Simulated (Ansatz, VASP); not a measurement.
**One calculation of Ga, two programs**

```xyz
1
Lattice="-1.4251 1.4251 2.1956 1.4251 -1.4251 2.1956 1.4251 1.4251 -2.1956" Properties=species:S:1:pos:R:3 pbc="T T T"
Ga    0.0000    0.0000    0.0000
```

Change from the starting cell: strain +0.015 along x and y, -0.015 along z, atoms carried along.

Alike in both runs: task single point; functional PBEsol; k mesh 24 × 24 × 24; occupations gaussian, width 0.15 eV; no spin polarisation.

|  | VASP | Ansatz |
| --- | --- | --- |
| version | VASP 6.6.1 | Ansatz 0.2.0 |
| potentials or method | VASP PAW PBE potentials, release 64 (Ga_d), cutoff 520 eV | scalar-relativistic, plane waves, PAW |
| valence electrons in the cell | 13 | 13 |

|  | VASP | Ansatz | Ansatz less VASP |
| --- | --- | --- | --- |
| gap on the k mesh at the Fermi level (eV) | none | none | - |
| pressure (GPa) | -0.4 | -0.4 | +0.02 |
| traceless stress, the component that is largest in VASP (GPa) | -0.10 | -0.10 | +0.005 |

VASP's potentials were made for PBE, not for PBEsol. A gap of «none» marks a metal or a gap that the smearing closes.
